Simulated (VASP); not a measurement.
Write the native input for VASP 6.6.1 that does the following.

- Task: relaxation of cell and atoms
- Functional: BLYP
- Dispersion: D4
- Potentials or basis: VASP PAW PBE potentials, release 64 (Sb)
- Cutoff: 600 eV
- k mesh: 8 × 8 × 8
- Occupations: fermi-dirac, width 0.05 eV
- Spin: no spin polarisation
- Dipole correction: no
- Further INCAR settings: ALGO = Normal; EDIFF = 1e-07; IBRION = 2; EDIFFG = -0.01; NSW = 80; ISIF = 3

The structure of Sb lies in POSCAR:

```
Sb
1.0
    2.1542000000      1.2437279499      3.7580000000
   -2.1542000000      1.2437279499      3.7580000000
    0.0000000000     -2.4874558998      3.7580000000
Sb
2
Direct
    0.7665100000      0.7665100000      0.7665100000
    0.2334900000      0.2334900000      0.2334900000
```

The input as run:

INCAR

```
SYSTEM = Sb
PREC = Accurate
ENCUT = 600
EDIFF = 1E-7
ISMEAR = -1
SIGMA = 0.05
LREAL = .FALSE.
LASPH = .TRUE.
NELM = 80
ALGO = Normal
ISIF = 3
LWAVE = .FALSE.
LCHARG = .FALSE.
GGA = B5
ALDAX = 1.0
AGGAX = 1.0
AGGAC = 1.0
ALDAC = 0.0
IVDW = 13
VDW_S6 = 1.0
VDW_S8 = 2.34076671
VDW_A1 = 0.44488865
VDW_A2 = 4.0933009
IBRION = 2
NSW = 80
EDIFFG = -0.01
```

KPOINTS

```
regular mesh
0
G
  8 8 8
  0 0 0
```

Potentials or basis: VASP PAW PBE potentials, release 64 (Sb).

Run with:

```console
$ cat potpaw_PBE.64/Sb/POTCAR > POTCAR
$ mpirun -np 1 vasp_std > vasp.out
```

It gave:

```
Relaxed volume                        : 31.19 Å³/atom
Relaxed cell                          : a = 4.544 Å, b = 4.544 Å, c = 4.544 Å, α = 57.40°, β = 57.40°, γ = 57.40°
Space group after relaxing (to 0.1 Å) : R-3m (No. 166)
Energy gained by relaxing             : 6.7 meV/atom
Ionic steps                           : 5
Pressure after relaxing               : 0.0 GPa
Largest force after relaxing          : 0.004 eV/Å
Band gap on the k mesh                : zero (bands 5 and 6 overlap by 0.23 eV)
Dispersion energy per atom            : -0.935 eV
```

Caveat: the PAW data sets were made with another functional, which shifts forces and pressure a little; spin-orbit coupling is left out, which moves the levels of the heavy elements.

It took 4 min on 1 thread of Intel Xeon 8259CL (shared host), peak memory 0.24 GiB.
